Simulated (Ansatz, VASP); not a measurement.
## Bi in VASP and in Ansatz

```xyz
2
Lattice="4.5390 0.0000 0.0000 -2.2695 3.9309 0.0000 0.0000 0.0000 11.8290" Properties=species:S:1:pos:R:3 pbc="T T T"
Bi    0.0000    2.6206    2.9573
Bi    2.2695    1.3103    8.8718
```

Alike in both runs: task electric field gradients; functional PBEsol; k mesh 9 × 9 × 3; occupations fermi-dirac, width 0.03 eV; no spin polarisation.

```csv
,VASP,Ansatz
version,VASP 6.6.1,Ansatz 0.2.0
potentials or method,"VASP PAW PBE potentials, release 64 (Bi_d)","PAW with Ansatz's default frozen-core files, scalar-relativistic"
plane-wave cutoff (eV),520,420
valence electrons in the cell,30,30
```

```csv
,VASP,Ansatz,Ansatz less VASP
pressure (GPa),-3.6,-3.5,+0.02
"traceless stress, the component that is largest in VASP (GPa)",3.16,3.16,-0.001
size of Vzz on the site where it differs most (V/Å²),125.1,118.6,-6.52
```

VASP's potentials were made for PBE, not for PBEsol. The functional is the same, so the differences come from potentials, cutoffs and numerics.

Neither program's run includes spin-orbit coupling.
